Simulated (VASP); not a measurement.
# PC2: single point with PBE

The system is PC2.

```xyz
6
Lattice="2.3195 -4.0825 -0.0023 2.3195 4.0825 -0.0023 -1.4408 0.0000 4.0123" Properties=species:S:1:pos:R:3 pbc="T T T"
P     2.3948    0.0000    3.2547
P     0.8035    0.0000    0.7531
C     1.5949    1.4994    3.9241
C     1.6034   -1.4994    0.0837
C     1.6034    1.4994    0.0837
C     1.5949   -1.4994    3.9241
```

* Program: VASP 6.6.1
* Task: single point
* Functional: PBE
* Potentials or basis: VASP PAW PBE potentials, release 64 (P, C_h)
* Cutoff: 1300 eV
* k mesh: 8 × 8 × 8
* Occupations: gaussian, width 0.1 eV
* Spin: no spin polarisation
* Dipole correction: no
* Further INCAR settings: ALGO = Normal; EDIFF = 1e-06; NBANDS = 22

The pressure is -0.3 GPa, the largest force is 0.054 eV/Å and the band gap on the k mesh is zero (bands 13 and 14 overlap by 1.28 eV).

Forces in eV/Å, atoms in the order of the input:
```
P   -0.004  0.000  0.054
P    0.004  0.000 -0.054
C    0.013 -0.029 -0.014
C   -0.013  0.029  0.014
C   -0.013 -0.029  0.014
C    0.013  0.029 -0.014
```

Stress tensor (GPa, compression positive):
```
-0.32  0.00  0.05
 0.00 -0.50  0.00
 0.05  0.00 -0.17
```

Levels at points of the mesh, in eV from the Fermi level:
```
           k point  band 10  band 11  band 12  band 13  band 14  band 15  band 16  band 17
(0.00, 0.00, 0.00)    -3.25    -2.37    -2.10    -1.57     0.64     3.63     3.80     4.84
(0.50, 0.00, 0.00)    -5.04    -2.51    -2.35    -0.34     1.59     2.03     3.19     4.16
(0.50, 0.50, 0.00)    -4.29    -3.96    -2.61    -1.26    -0.71     2.44     3.45     4.86
(0.00, 0.00, 0.50)    -2.87    -2.75    -1.19    -0.84     0.72     1.38     4.35     5.12
(0.50, 0.00, 0.50)    -5.01    -2.59    -2.51    -1.93     2.23     3.14     4.09     4.97
(0.50, 0.50, 0.50)    -4.15    -4.07    -2.69    -0.63     1.74     2.81     3.38     3.92
```

It took 10 min on 1 thread of Intel(R) Xeon(R) 6975P-C (Granite Rapids), on a shared host, peak memory 0.93 GiB.
